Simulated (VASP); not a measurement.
Input of a VASP 6.6.1 run:

The input INCAR:

```
SYSTEM = TiC
  PREC = Accurate
  ENCUT = 520
  EDIFF = 1E-6
  ISMEAR = -1
  SIGMA = 0.08
  LREAL = .False.
  LASPH = .True.
  NELM = 60
  ALGO = Normal
  ISIF = 2
  LWAVE = .False.
  LCHARG = .False.
  NBANDS = 15
```

The input KPOINTS:

```
regular mesh
0
Gamma
  17 17 17
  0 0 0
```

Contents of POSCAR:

```
TiC
1.0
    0.0000000000      1.8359656644      1.8359656644
    1.8359656644      0.0000000000      1.8359656644
    1.8359656644      1.8359656644      0.0000000000
Ti C
1 1
Direct
    0.0000000000      0.0000000000      0.0000000000
    0.5000000000      0.5000000000      0.5000000000
```

Potentials or basis: VASP PAW LDA potentials, release 64 (Ti_sv, C).

Run with:

```bash
$ cat potpaw_LDA.64/Ti_sv/POTCAR potpaw_LDA.64/C/POTCAR > POTCAR
$ mpirun -np 1 vasp_std > vasp.out
```

(1) What does it give for the pressure?

(2) What does it give for the band gap on the k mesh?

## Answers

(1) 297.6 GPa.

(2) zero (band 8 reaches 17.23 eV, above the bottom of band 9 at 15.80 eV).
